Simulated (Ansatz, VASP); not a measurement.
**Two plane-wave programs on Cu**

```
Cu
1.0
     1.20878   -3.93428    0.00000
     1.20878    3.93428    0.00000
     0.00000    0.00000    2.46115
Cu
2
Direct
  0.13299 0.86701 0.25000
  0.86701 0.13299 0.75000
```

Alike in both runs: functional BLYP; dispersion D3(BJ); k mesh 12 × 12 × 11; no spin polarisation.

Ansatz relaxed the structure, and its values are those at the end. VASP's run is a single point on that final structure, the one shown.

|  | VASP | Ansatz |
| --- | --- | --- |
| version | VASP 6.6.1 | Ansatz 0.2.0 |
| potentials or method | VASP PAW PBE potentials, release 64 (Cu), cutoff 600 eV | plane waves, PAW |
| occupations | methfessel-paxton of order 1, width 0.1 eV | cold |
| valence electrons in the cell | 22 | 38 |

|  | VASP | Ansatz | Ansatz less VASP |
| --- | --- | --- | --- |
| pressure (GPa) | 0.6 | 0.0 | -0.60 |

VASP's potentials were made for PBE, not for BLYP. VASP's potentials hold 22 valence electrons a cell and Ansatz's 38, so a difference there can come from the potentials and not from the codes. Ansatz's warnings: stress scf threshold loose.
